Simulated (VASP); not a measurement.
A run of VASP 6.6.1 is set up as follows.

Contents of INCAR:

```
PREC = Accurate
ENCUT = 570
EDIFF = 1E-6
ISMEAR = 0
SIGMA = 0.1
LREAL = False
LASPH = True
NELM = 120
ALGO = Normal
ISIF = 2
LWAVE = False
LCHARG = True
GGA = PE
LELF = True
LVHAR = True
NBANDS = 35
GGA_COMPAT = False
```

Contents of KPOINTS:

```
Automatic mesh
0
Gamma
  6 6 6
```

The input POSCAR:

```
HgPt2
1.0
    1.4515615095      0.8380594283      7.0705550510
   -1.4515615095      0.8380594283      7.0705550510
    0.0000000000     -1.6761188565      7.0705550510
Hg Pt
1 2
Direct
    0.0000000000      0.0000000000      0.0000000000
    0.7785664063      0.7785664063      0.7785664063
    0.2214335937      0.2214335937      0.2214335937
```

Potentials or basis: VASP PAW PBE potentials, release 64 (Hg_sv_GW, Pt_sv_GW).

Command:

```sh
$ cat potpaw_PBE.64/Hg_sv_GW/POTCAR potpaw_PBE.64/Pt_sv_GW/POTCAR > POTCAR
$ mpirun -np 1 vasp_std > vasp.out
```

**Question.** What does it give for the pressure?

**Answer.** -1.3 GPa.

**Question.** Predict the largest force.

**Answer.** 0.007 eV/Å.

**Question.** What does it give for the band gap on the k mesh?

**Answer.** Zero (bands 28 and 29 overlap by 2.26 eV).

Forces in eV/Å, atoms in the order of the input:
```
Hg   0.000  0.000  0.000
Pt   0.000  0.000  0.007
Pt   0.000  0.000 -0.007
```

Caveat: the k points lie up to 0.42 Å⁻¹ apart, too coarse for converged energies and pressures of a metal; spin-orbit coupling is left out, which moves the levels of the heavy elements.
